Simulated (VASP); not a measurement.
# Cs3Ge2S3 (Pm-3m) in VASP: further runs, part 2 of 2

VASP 6.6.1. The steps go on from the part before.

**3. Single point, PBE**

Contents of INCAR:

```
SYSTEM = Cs3Ge2S3
PREC = Accurate ; ENCUT = 520
EDIFF = 1E-6 ; ISMEAR = 0
SIGMA = 0.1 ; LREAL = .FALSE.
LASPH = .TRUE. ; NELM = 100
ALGO = Fast ; ISIF = 2
LWAVE = .FALSE. ; LCHARG = .FALSE.
GGA = PE ; NBANDS = 46
```

Contents of KPOINTS:

```
Automatic mesh
0
G
  6 6 6
  0 0 0
```

Contents of POSCAR:

```
Cs3Ge2S3
1.0
    6.5719412749      0.0000000000      0.0000000000
    0.0000000000      6.5719412749      0.0000000000
    0.0000000000      0.0000000000      6.5719412749
Cs Ge S
3 2 3
Direct
    0.5000000000      0.0000000000      0.0000000000
    0.0000000000      0.5000000000      0.0000000000
    0.0000000000      0.0000000000      0.5000000000
    0.5000000000      0.5000000000      0.5000000000
    0.0000000000      0.0000000000      0.0000000000
    0.0000000000      0.5000000000      0.5000000000
    0.5000000000      0.0000000000      0.5000000000
    0.5000000000      0.5000000000      0.0000000000
```

Potentials or basis: VASP PAW PBE potentials, release 64 (Cs_sv, Ge_d, S).

On the command line:

```bash
$ cat potpaw_PBE.64/Cs_sv/POTCAR potpaw_PBE.64/Ge_d/POTCAR potpaw_PBE.64/S/POTCAR > POTCAR
$ mpirun -np 1 vasp_std > vasp.out
```

OUTCAR:

```text
SYSTEM = Cs3Ge2S3
   PREC = Accurate
   ENCUT = 520
   EDIFF = 1E-6
   ISMEAR = 0
   LREAL = .FALSE.
   LASPH = .TRUE.
   NELM = 100
   ISIF = 2
   GGA = PE

 ion  position               nearest neighbor table
   1  0.500  0.000  0.000-
   2  0.000  0.500  0.000-
   3  0.000  0.000  0.500-
   4  0.500  0.500  0.500-
   5  0.000  0.000  0.000-
   6  0.000  0.500  0.500-
   7  0.500  0.000  0.500-
   8  0.500  0.500  0.000-

  LATTYP: Found a simple cubic cell.
 ALAT       =     6.5719412749

  Lattice vectors:

 A1 = (   6.5719412749,   0.0000000000,   0.0000000000)
 A2 = (   0.0000000000,   6.5719412749,   0.0000000000)
 A3 = (   0.0000000000,   0.0000000000,   6.5719412749)

Analysis of symmetry for initial positions (statically):
=====================================================================
 Subroutine PRICEL returns:
 Original cell was already a primitive cell.

 Routine SETGRP: Setting up the symmetry group for a
 simple cubic supercell.

 Subroutine GETGRP returns: Found 48 space group operations
 (whereof 48 operations were pure point group operations)
 out of a pool of 48 trial point group operations.

The static configuration has the point symmetry O_h .

Analysis of symmetry for dynamics (positions and initial velocities):
=====================================================================
 Subroutine PRICEL returns:
 Original cell was already a primitive cell.

 Routine SETGRP: Setting up the symmetry group for a
 simple cubic supercell.

 Subroutine GETGRP returns: Found 48 space group operations
 (whereof 48 operations were pure point group operations)
 out of a pool of 48 trial point group operations.

The dynamic configuration has the point symmetry O_h .

 Subroutine INISYM returns: Found 48 space group operations
 (whereof 48 operations are pure point group operations),
 and found     1 'primitive' translations

----------------------------------------------------------------------------------------

                                     Primitive cell

  volume of cell :     283.8449

  direct lattice vectors                    reciprocal lattice vectors
     6.571941275  0.000000000  0.000000000     0.152162041  0.000000000  0.000000000
     0.000000000  6.571941275  0.000000000     0.000000000  0.152162041  0.000000000
     0.000000000  0.000000000  6.571941275     0.000000000  0.000000000  0.152162041

  length of vectors
     6.571941275  6.571941275  6.571941275     0.152162041  0.152162041  0.152162041

  position of ions in fractional coordinates (direct lattice)
     0.500000000  0.000000000  0.000000000
     0.000000000  0.500000000  0.000000000
     0.000000000  0.000000000  0.500000000
     0.500000000  0.500000000  0.500000000
     0.000000000  0.000000000  0.000000000
     0.000000000  0.500000000  0.500000000
     0.500000000  0.000000000  0.500000000
     0.500000000  0.500000000  0.000000000

  ion indices of the primitive-cell ions
[... 33 lines left out ...]

 Found     20 irreducible k-points:

 Following reciprocal coordinates:
            Coordinates               Weight
  0.000000  0.000000  0.000000      1.000000
  0.166667  0.000000  0.000000      6.000000
  0.333333  0.000000  0.000000      6.000000
  0.500000  0.000000  0.000000      3.000000
  0.166667  0.166667  0.000000     12.000000
  0.333333  0.166667  0.000000     24.000000
[... 12 lines left out ...]
  0.500000  0.500000  0.333333      6.000000
  0.500000  0.500000  0.500000      1.000000
   k-points           NKPTS =     20   k-points in BZ     NKDIM =     20   number of bands    NBANDS=     46
   number of dos      NEDOS =    301   number of ions     NIONS =      8
   total plane-waves  NPLWV = 125000
   dimension x,y,z NGX =    50 NGY =   50 NGZ =   50
   dimension x,y,z NGXF=   100 NGYF=  100 NGZF=  100
   ions per type =               3   2   3
   NGX,Y,Z   is equivalent  to a cutoff of  12.65, 12.65, 12.65 a.u.
   NGXF,Y,Z  is equivalent  to a cutoff of  25.30, 25.30, 25.30 a.u.
 SYSTEM =  Cs3Ge2S3
   PREC   = accura    normal or accurate (medium, high low for compatibility)
   ISTART =      0    job   : 0-new  1-cont  2-samecut
   ICHARG =      2    charge: 1-file 2-atom 10-const
   ISPIN  =      1    spin polarized calculation?
   LNONCOLLINEAR =      F non collinear calculations
   LSORBIT =      F    spin-orbit coupling
   LASPH  =      T    aspherical Exc in radial PAW
   ENCUT  =  520.0 eV  38.22 Ry    6.18 a.u.  12.22 12.22 12.22*2*pi/ulx,y,z
   NELM   =    100;   NELMIN=  2; NELMDL= -5     # of ELM steps
   EDIFF  = 0.1E-05   stopping-criterion for ELM
   LREAL  =      F    real-space projection
   EDIFFG = 0.1E-04   stopping-criterion for IOM
   NSW    =      0    number of steps for IOM
   IBRION =     -1    ionic relax: 0-MD 1-quasi-New 2-CG
   NFREE  =      0    steps in history (QN), initial steepest desc. (CG)
   ISIF   =      2    stress and relaxation
   ISYM   =      2    0-nonsym 1-usesym 2-fastsym
   POTIM  = 0.5000    time-step for ionic-motion
   TEBEG  =    0.0;   TEEND  =   0.0 temperature during run
   PSTRESS=    0.0 pullay stress
   NELECT =      73.0000    total number of electrons
   NUPDOWN=      -1.0000    fix difference up-down
   EMIN   =  10.00;   EMAX   =-10.00  energy-range for DOS
   EFERMI =   0.00;   METHOD = LEGACY
   ISMEAR =     0;   SIGMA  =   0.10  broadening in eV -4-tet -1-fermi 0-gaus
   EFERMI_NEDOS =   21; number of points for ismear=-14 and -15
   IALGO  =     68    algorithm
   IMIX   =      4    mixing-type and parameters
     AMIX     =   0.40;   BMIX     =  1.00
     AMIX_MAG =   1.60;   BMIX_MAG =  1.00
  volume/ion in A,a.u.               =      35.48       239.43
  Fermi-wavevector in a.u.,A,eV,Ry     =   1.041091  1.967377 14.746959  1.083871
  Thomas-Fermi vector in A             =   2.175696
   LORBIT       =      0    0 simple, 1 ext, 2 COOP (PROOUT), +10 PAW based schemes
   GGA     = PE    functional components
   LHFCALC =     F    Hartree Fock is set to
   AEXX    =    0.0000 exact exchange contribution
   IVDW    =     0    specifies the selected vdW correction
   LEPSILON=     F    determine dielectric tensor
   LRPA    =     F    only Hartree local field effects (RPA)
 non-spin polarized calculation
 RMM-DIIS sequential band-by-band and
 Gauss-broadening in eV      SIGMA  =   0.10
  energy-cutoff  :      520.00
  volume of cell :      283.84
 maximum number of plane-waves:      7689
 NGX is ok and might be reduce to    50
   NGX = 25   NGY = 25   NGZ = 25

 number of electron      73.0000040 magnetization

 Free energy of the ion-electron system (eV)
  ---------------------------------------------------
  ext. energy  EPLUGINS =         0.00000000
  ---------------------------------------------------
  free energy    TOTEN  =       -22.05812580 eV

  energy without entropy =      -21.95928713  energy(sigma->0) =      -22.00870646

 E-fermi :   1.1716     XC(G=0):  -8.2668

 val. band max:        1.1602670625   @ k =   0.5000   0.1667   0.0000
 cond. band min:       1.1732597243   @ k =   0.5000   0.0000   0.0000
 fundamental gap:      0.0129926617
 Fermi energy:         1.1715706959

 k-point     1 :       0.0000    0.0000    0.0000
  band No.  band energies     occupation
      1     -23.9329      2.00000
      2     -23.9329      2.00000
      3     -23.9329      2.00000
      4     -23.9285      2.00000
      5     -23.9285      2.00000
      6     -23.6835      2.00000
[... 969 lines left out ...]
     45       8.0119      0.00000
     46       8.0170      0.00000

------------------------ aborting loop because EDIFF is reached ----------------------------------------

  FORCE on cell =-STRESS in cart. coord.  units (eV):
  Direction    XX          YY          ZZ          XY          YZ          ZX
  --------------------------------------------------------------------------------------
  -------------------------------------------------------------------------------------
  Total        0.1522233      0.1522233      0.1522233     -0.0000000     -0.0000000      0.0000000
  in kB        0.8592322      0.8592322      0.8592322     -0.0000000     -0.0000000      0.0000000
  external PRESSURE =       0.8592322 kB  Pullay stress =       0.0000000 kB

 VOLUME and BASIS-vectors are now :
 -----------------------------------------------------------------------------
  energy-cutoff  :      520.00
  volume of cell :      283.84
      direct lattice vectors                 reciprocal lattice vectors
     6.571941275  0.000000000  0.000000000     0.152162041  0.000000000  0.000000000
     0.000000000  6.571941275  0.000000000     0.000000000  0.152162041  0.000000000
     0.000000000  0.000000000  6.571941275     0.000000000  0.000000000  0.152162041

 POSITION                                       TOTAL-FORCE (eV/Angst)
 -----------------------------------------------------------------------------------
      3.28597      0.00000      0.00000         0.000000      0.000000      0.000000
      0.00000      3.28597      0.00000         0.000000      0.000000      0.000000
      0.00000      0.00000      3.28597         0.000000      0.000000      0.000000
      3.28597      3.28597      3.28597         0.000000      0.000000      0.000000
      0.00000      0.00000      0.00000         0.000000      0.000000      0.000000
      0.00000      3.28597      3.28597         0.000000      0.000000      0.000000
      3.28597      0.00000      3.28597         0.000000      0.000000      0.000000
      3.28597      3.28597      0.00000         0.000000      0.000000      0.000000
 -----------------------------------------------------------------------------------
    total drift:                                0.000000      0.000000     -0.000000

  FREE ENERGIE OF THE ION-ELECTRON SYSTEM (eV)
  ---------------------------------------------------
  free  energy   TOTEN  =       -22.0581258002 eV

  energy  without entropy=      -21.9592871278  energy(sigma->0) =      -22.00870646
```

Run time: 2.6 min. Hardware: 1 thread of AMD EPYC 9R45 (Zen 5), shared host; peak memory 0.45 GiB.

What came out:

| Property | Result |
| --- | --- |
| Free energy | -22.0581 eV |
| Pressure | 0.1 GPa |
| Band gap on the k mesh | zero (an odd number of electrons rules out a gap without spin polarisation) |

Caveat: spin-orbit coupling is left out, which moves the levels of the heavy elements.
